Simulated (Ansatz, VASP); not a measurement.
# Cu in VASP and in Ansatz

Contents of INCAR:

```
SYSTEM = Cu
ALGO = Normal
EDIFF = 1E-6
ENCUT = 520
ISIF = 2
ISMEAR = 0
LASPH = .True.
LCHARG = .True.
LELF = .True.
LREAL = .False.
LVHAR = .True.
LWAVE = .False.
NBANDS = 12
NELM = 100
PREC = Accurate
SIGMA = 0.15
```

The input KPOINTS:

```
k-points
0
Gamma
  24 24 24
  0 0 0
```

Contents of POSCAR:

```
Cu
1.0
   -1.4067234870      1.4067234870      1.3760814500
    1.4067234870     -1.4067234870      1.3760814500
    1.4067234870      1.4067234870     -1.3760814500
Cu
1
Direct
    0.0000000000      0.0000000000      0.0000000000
```

Input for Ansatz:

```yaml
crystal:
  lattice:
    - [-1.406723487, 1.406723487, 1.37608145]
    - [1.406723487, -1.406723487, 1.37608145]
    - [1.406723487, 1.406723487, -1.37608145]
  atoms:
    - { symbol: Cu, position: [0.0, 0.0, 0.0] }
basis:
  ecutwfc: 420
kpoints:
  mp_grid: { grid: [24, 24, 24] }
hamiltonian:
  xc: lda
scf:
  occupations: { method: gaussian, width: 0.15 }
output:
  forces: true
  stress: true
  eigenvalues: true
```

Change from the starting cell: strain -0.0250 x Voigt [1, 1, 0, 0, 0, 0], atoms carried along.

Alike in both runs: task single point; functional LDA; k mesh 24 × 24 × 24; occupations gaussian, width 0.15 eV; no spin polarisation.

|  | VASP | Ansatz |
| --- | --- | --- |
| version | VASP 6.6.1 | Ansatz 0.2.0 |
| potentials or method | VASP PAW LDA potentials, release 64 (Cu), cutoff 520 eV | scalar-relativistic, plane waves, PAW |
| valence electrons in the cell | 11 | 19 |

|  | VASP | Ansatz | Ansatz less VASP |
| --- | --- | --- | --- |
| gap on the k mesh at the Fermi level (eV) | none | none | - |
| pressure (GPa) | 1.4 | 0.6 | -0.87 |

LDA's correlation is that of Perdew and Zunger in VASP and of Perdew and Wang (1992) in Ansatz. A gap of «none» marks a metal or a gap that the smearing closes. VASP's potentials hold 11 valence electrons a cell and Ansatz's 19, so a difference there can come from the potentials and not from the codes.
